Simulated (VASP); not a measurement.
Set up this calculation in VASP 6.6.1, as the native input.

```
Task                   : single point
Functional             : PBEsol
Potentials or basis    : VASP PAW PBE potentials, release 64 (Be)
Cutoff                 : 520 eV
k mesh                 : 13 × 13 × 8
Occupations            : fermi-dirac, width 0.05 eV
Spin                   : no spin polarisation
Dipole correction      : no
Further INCAR settings : ALGO = Fast; EDIFF = 1e-06; NBANDS = 9
```

The structure of Be lies in POSCAR:

```
Be
1.0
    2.2612800350      0.0000000000      0.0000000000
   -1.1306400175      1.9583259554      0.0000000000
    0.0000000000      0.0000000000      3.5434199091
Be
2
Direct
    0.6666666667      0.3333333333      0.7500000000
    0.3333333333      0.6666666667      0.2500000000
```

One way to write it, as run:

INCAR

```
PREC = Accurate ; ENCUT = 520
EDIFF = 1E-6 ; ISMEAR = -1
SIGMA = 0.05 ; LREAL = F
LASPH = T ; NELM = 80
ALGO = Fast ; ISIF = 2
LWAVE = F ; LCHARG = F
GGA = PS ; NBANDS = 9
```

KPOINTS

```
regular mesh
0
Gamma
  13 13 8
```

Potentials or basis: VASP PAW PBE potentials, release 64 (Be).

The run is started by

```bash
$ cat potpaw_PBE.64/Be/POTCAR > POTCAR
$ mpirun -np 1 vasp_std > vasp.out
```

It gave:

```
Pressure               : 0.4 GPa
Band gap on the k mesh : zero (band 2 reaches 8.17 eV, above the bottom of band 3 at 6.53 eV)
```

Caveat: the PAW data sets were made with another functional, which shifts forces and pressure a little.

Run time: 6.1 s on 1 thread of Intel Xeon 6975P-C, on a shared host, peak memory 0.13 GiB.
